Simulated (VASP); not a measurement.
# FePt3 (P-6m2) in VASP: single point with PBE

Aim: the single point of FePt3 with PBE.

Program: VASP 6.6.1. These are calculated values, not measurements. Logs are shortened: lines on timing, memory, paths and dates and some standing lists are left out, and cuts for length are marked.

## 1. The cell of the first run

It takes space group P-6m2 (No. 187, hexagonal). The conventional cell has a = 2.749 Å, b = 2.749 Å, c = 9.141 Å, α = 90.00°, β = 90.00°, γ = 120.00°. Within 3.5 Å of Fe (site symmetry -6m2) lie 6 Pt at 2.64 Å and 6 Fe at 2.75 Å. Within 3.6 Å of Pt (site symmetry -6m2) lie 12 Pt at 2.75 to 2.93 Å. Pt (site symmetry 3m) has 3 Fe at 2.64 Å and 9 Pt at 2.75 to 2.93 Å within 3.5 Å.

## 2. Single point, PBE, collinear spin

Contents of INCAR:

```
SYSTEM = FePt3
  PREC = Accurate
  ENCUT = 520
  EDIFF = 1E-7
  ISMEAR = 0
  SIGMA = 0.1
  LREAL = .False.
  LASPH = .True.
  NELM = 150
  ALGO = Fast
  ISIF = 2
  LWAVE = .False.
  LCHARG = .True.
  ISPIN = 2
  MAGMOM = 3.31 0 0.32 0.32
  LORBIT = 11
  LMAXMIX = 4
  GGA = PE
  LELF = .True.
  LVHAR = .True.
  NBANDS = 31
```

Contents of KPOINTS:

```
Automatic mesh
0
Gamma
  6 6 2
  0 0 0
```

Contents of POSCAR:

```
FePt3
1.0
    2.7491680000      0.0000000000      0.0000000000
   -1.3745840000      2.3808494000      0.0000000000
    0.0000000000      0.0000000000      9.1406176000
Fe Pt
1 3
Direct
    0.6666667000      0.3333333000      0.5000000000
    0.6666667000      0.3333333000      0.0000000000
    0.3333333000      0.6666667000      0.7310830000
    0.3333333000      0.6666667000      0.2689170000
```

Potentials or basis: VASP PAW PBE potentials, release 64 (Fe, Pt).

Command:

```bash
$ cat potpaw_PBE.64/Fe/POTCAR potpaw_PBE.64/Pt/POTCAR > POTCAR
$ mpirun -np 1 vasp_std > vasp.out
```

OUTCAR:

```text
SYSTEM = FePt3
   PREC = Accurate
   ENCUT = 520
   EDIFF = 1E-7
   ISMEAR = 0
   LREAL = .False.
   LASPH = .True.
   NELM = 150
   ISIF = 2
   ISPIN = 2
   LORBIT = 11
   GGA = PE

 ion  position               nearest neighbor table
   1  0.667  0.333  0.500-   3 2.64   4 2.64   3 2.64   4 2.64   3 2.64   4 2.64
   2  0.667  0.333  0.000-   3 2.93   4 2.93   3 2.93   4 2.93   3 2.93   4 2.93
   3  0.333  0.667  0.731-   1 2.64   1 2.64   1 2.64   2 2.93   2 2.93   2 2.93
   4  0.333  0.667  0.269-   1 2.64   1 2.64   1 2.64   2 2.93   2 2.93   2 2.93

  LATTYP: Found a hexagonal cell.
 ALAT       =     2.7491680000
 C/A-ratio  =     3.3248668688

  Lattice vectors:

 A1 = (   2.7491680000,   0.0000000000,   0.0000000000)
 A2 = (  -1.3745840000,   2.3808494000,   0.0000000000)
 A3 = (   0.0000000000,   0.0000000000,   9.1406176000)

Analysis of symmetry for initial positions (statically):
=====================================================================
 Subroutine PRICEL returns:
 Original cell was already a primitive cell.

 Routine SETGRP: Setting up the symmetry group for a
 hexagonal supercell.

 Subroutine GETGRP returns: Found 12 space group operations
 (whereof 12 operations were pure point group operations)
 out of a pool of 24 trial point group operations.

The static configuration has the point symmetry D_3h.

Analysis of symmetry for dynamics (positions and initial velocities):
=====================================================================
 Subroutine PRICEL returns:
 Original cell was already a primitive cell.

 Routine SETGRP: Setting up the symmetry group for a
 hexagonal supercell.

 Subroutine GETGRP returns: Found 12 space group operations
 (whereof 12 operations were pure point group operations)
 out of a pool of 24 trial point group operations.

The dynamic configuration has the point symmetry D_3h.

Analysis of structural, dynamic, and magnetic symmetry:
=====================================================================
 Subroutine PRICEL returns:
 Original cell was already a primitive cell.

 Routine SETGRP: Setting up the symmetry group for a
 hexagonal supercell.

 Subroutine GETGRP returns: Found 12 space group operations
 (whereof 12 operations were pure point group operations)
 out of a pool of 24 trial point group operations.

The overall configuration has the point symmetry D_3h.

[... 116 lines left out ...]
   GGA     = PE    functional components
   LHFCALC =     F    Hartree Fock is set to
   AEXX    =    0.0000 exact exchange contribution
   IVDW    =     0    specifies the selected vdW correction
   LEPSILON=     F    determine dielectric tensor
   LRPA    =     F    only Hartree local field effects (RPA)
 spin polarized calculation
 RMM-DIIS sequential band-by-band and
 Gauss-broadening in eV      SIGMA  =   0.10
  energy-cutoff  :      520.00
  volume of cell :       59.83
 maximum number of plane-waves:      1618
   NGX = 11   NGY = 11   NGZ = 33

 number of electron      38.0000000 magnetization       3.2947356

 Free energy of the ion-electron system (eV)
  ---------------------------------------------------
  ext. energy  EPLUGINS =         0.00000000
  ---------------------------------------------------
  free energy    TOTEN  =       -27.10938614 eV

  energy without entropy =      -27.09405681  energy(sigma->0) =      -27.10172148

 E-fermi :   9.2562     XC(G=0): -13.0662

 val. band max:        9.1808924275   @ k =   0.3333   0.0000   0.0000
 cond. band min:       9.2839604018   @ k =   0.3333   0.1667   0.0000
 fundamental gap:      0.1030679743
 Fermi energy:         9.2561529233

 spin component 1

 k-point     1 :       0.0000    0.0000    0.0000
  band No.  band energies     occupation
      1      -0.1483      1.00000
      2       1.2212      1.00000
      3       1.9769      1.00000
      4       3.1619      1.00000
      5       5.3571      1.00000
      6       5.5219      1.00000
[... 465 lines left out ...]
     30      19.7177      0.00000
     31      19.9293      0.00000
 Fermi energy:         9.2561529233

 spin component 2

 k-point     1 :       0.0000    0.0000    0.0000
  band No.  band energies     occupation
      1      -0.0963      1.00000
      2       1.2515      1.00000
      3       2.0109      1.00000
      4       3.5008      1.00000
      5       5.4852      1.00000
      6       5.5176      1.00000
[... 465 lines left out ...]
     30      19.9471      0.00000
     31      20.0002      0.00000

------------------------ aborting loop because EDIFF is reached ----------------------------------------

  FORCE on cell =-STRESS in cart. coord.  units (eV):
  Direction    XX          YY          ZZ          XY          YZ          ZX
  --------------------------------------------------------------------------------------
  -------------------------------------------------------------------------------------
  Total       -0.3179415     -0.3179416     -0.6513581     -0.0000000      0.0000000     -0.0000000
  in kB       -8.5143032     -8.5143037    -17.4430196     -0.0000000      0.0000000     -0.0000000
  external PRESSURE =     -11.4905422 kB  Pullay stress =       0.0000000 kB

 VOLUME and BASIS-vectors are now :
 -----------------------------------------------------------------------------
  energy-cutoff  :      520.00
  volume of cell :       59.83
      direct lattice vectors                 reciprocal lattice vectors
     2.749168000  0.000000000  0.000000000     0.363746413  0.210009083  0.000000000
    -1.374584000  2.380849400  0.000000000     0.000000000  0.420018167  0.000000000
     0.000000000  0.000000000  9.140617600     0.000000000  0.000000000  0.109401798

 POSITION                                       TOTAL-FORCE (eV/Angst)
 -----------------------------------------------------------------------------------
      1.37458      0.79362      4.57031         0.000000      0.000000      0.000000
      1.37458      0.79362      0.00000         0.000000     -0.000000      0.000000
     -0.00000      1.58723      6.68255        -0.000000      0.000000      0.058280
     -0.00000      1.58723      2.45807        -0.000000      0.000000     -0.058280
 -----------------------------------------------------------------------------------
    total drift:                                0.000021     -0.000012      0.000000

  FREE ENERGIE OF THE ION-ELECTRON SYSTEM (eV)
  ---------------------------------------------------
  free  energy   TOTEN  =       -27.1093861426 eV

  energy  without entropy=      -27.0940568099  energy(sigma->0) =      -27.10172148

 total charge

# of ion       s       p       d       tot
------------------------------------------
    1        0.407   0.443   6.123   6.973
    2        0.621   0.530   8.054   9.205
    3        0.672   0.600   8.023   9.295
    4        0.672   0.600   8.023   9.295
--------------------------------------------------
tot          2.372   2.173  30.224  34.769

 magnetization (x)

# of ion       s       p       d       tot
------------------------------------------
    1        0.001  -0.008   2.968   2.961
    2       -0.022  -0.003  -0.021  -0.046
    3       -0.008  -0.019   0.207   0.179
    4       -0.008  -0.019   0.207   0.179
--------------------------------------------------
tot         -0.037  -0.050   3.361   3.273
```

OSZICAR:

```text
N       E                     dE             d eps       ncg     rms          rms(c)
DAV:   1     0.263490975664E+03    0.26349E+03   -0.17657E+04  1736   0.128E+03
DAV:   2    -0.158418968857E+02   -0.27933E+03   -0.25734E+03  1792   0.302E+02
DAV:   3    -0.290607569452E+02   -0.13219E+02   -0.12746E+02  2053   0.723E+01
DAV:   4    -0.292558098483E+02   -0.19505E+00   -0.19478E+00  1989   0.822E+00
DAV:   5    -0.292617752149E+02   -0.59654E-02   -0.59649E-02  2184   0.152E+00    0.225E+01
RMM:   6    -0.339026510664E+02   -0.46409E+01   -0.13266E+01  1968   0.333E+01    0.386E+01
RMM:   7    -0.273210611258E+02    0.65816E+01   -0.29031E+00  1910   0.141E+01    0.134E+01
RMM:   8    -0.273175012861E+02    0.35598E-02   -0.67470E-01  1870   0.492E+00    0.760E+00
RMM:   9    -0.271841898231E+02    0.13331E+00   -0.14835E-01  1861   0.238E+00    0.303E+00
RMM:  10    -0.271157136987E+02    0.68476E-01   -0.33506E-02  1924   0.117E+00    0.134E+00
RMM:  11    -0.271130197475E+02    0.26940E-02   -0.81165E-03  2008   0.664E-01    0.981E-01
RMM:  12    -0.271114654729E+02    0.15543E-02   -0.23089E-03  2096   0.288E-01    0.678E-01
RMM:  13    -0.271094023727E+02    0.20631E-02   -0.19868E-03  2055   0.273E-01    0.135E-01
RMM:  14    -0.271093896524E+02    0.12720E-04   -0.39718E-04  2119   0.104E-01    0.677E-02
RMM:  15    -0.271093866285E+02    0.30239E-05   -0.54077E-05  2127   0.517E-02    0.276E-02
RMM:  16    -0.271093855986E+02    0.10299E-05   -0.20627E-05  2120   0.225E-02    0.766E-03
RMM:  17    -0.271093862078E+02   -0.60918E-06   -0.38883E-06  2341   0.109E-02    0.518E-03
RMM:  18    -0.271093861426E+02    0.65175E-07   -0.68382E-07  1885   0.489E-03
   1 F= -.27109386E+02 E0= -.27101721E+02  d E =-.153293E-01  mag=     3.2945
```

stdout:

```text
POSCAR found type information on POSCAR FePt
 POSCAR found :  2 types and       4 ions
 scaLAPACK will be used
 LDA part: xc-table for (Slater+PW92), standard interpolation
 POSCAR, INCAR and KPOINTS ok, starting setup
 FFT: planning ... GRIDC
 FFT: planning ... GRID_SOFT
 FFT: planning ... GRID
 WAVECAR not read
 entering main loop
```

It took 2.6 min on 1 thread of Intel Xeon 8259CL, shared host; peak memory 0.21 GiB.

Results:

```
Free energy                                           : -27.1094 eV
Pressure                                              : -1.1 GPa
Largest force                                         : 0.058 eV/Å
Net moment                                            : 3.29 μB per cell
Site moments                                          : Fe +2.96; Pt -0.05, +0.18 (each value once) μB
Valence electrons inside the program's atomic spheres : Fe 6.97; Pt 9.21, 9.29 (each value once)
```

Forces in eV/Å, atoms in the order of the input:
```
Fe   0.000  0.000  0.000
Pt   0.000  0.000  0.000
Pt   0.000  0.000  0.058
Pt   0.000  0.000 -0.058
```

Caveat: the k points lie up to 0.44 Å⁻¹ apart; spin-orbit coupling is left out, which moves the levels of the heavy elements.
